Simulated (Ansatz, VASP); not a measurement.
**BaZn2H6 in VASP and in Ansatz**

```xyz
9
Lattice="0.0000 3.8733 3.8733 3.8733 0.0000 3.8733 3.8733 3.8733 0.0000" Properties=species:S:1:pos:R:3 pbc="T T T"
Ba    3.8733    3.8733    3.8733
Zn    1.9366    1.9366    1.9366
Zn    5.8099    5.8099    5.8099
H     6.8000    3.8733    3.8733
H     0.9466    3.8733    3.8733
H     3.8733    6.8000    3.8733
H     3.8733    0.9466    3.8733
H     3.8733    3.8733    6.8000
H     3.8733    3.8733    0.9466
```

Alike in both runs: functional PBE; k mesh 4 × 4 × 4; occupations gaussian, width 0.1 eV; no spin polarisation.

Ansatz relaxed the structure, and its values are those at the end. VASP's run is a single point on that final structure, the one shown.

|  | VASP | Ansatz |
| --- | --- | --- |
| version | VASP 6.6.1 | Ansatz 0.2.0 |
| potentials or method | VASP PAW PBE potentials, release 64 (Ba_sv, Zn, H), cutoff 520 eV | scalar-relativistic, plane waves, PAW |
| valence electrons in the cell | 40 | 40 |

Ansatz gave:

- gap on the k mesh at the Fermi level (eV): none
- pressure (GPa): -0.1
- rms of the force components (eV/Å): 0.006

**Question.** Which values does VASP return?

**Answer.** gap on the k mesh at the Fermi level (eV): none; pressure (GPa): 0.1; rms of the force components (eV/Å): 0.004.

A gap of «none» marks a metal or a gap that the smearing closes.

Neither program's run includes spin-orbit coupling.
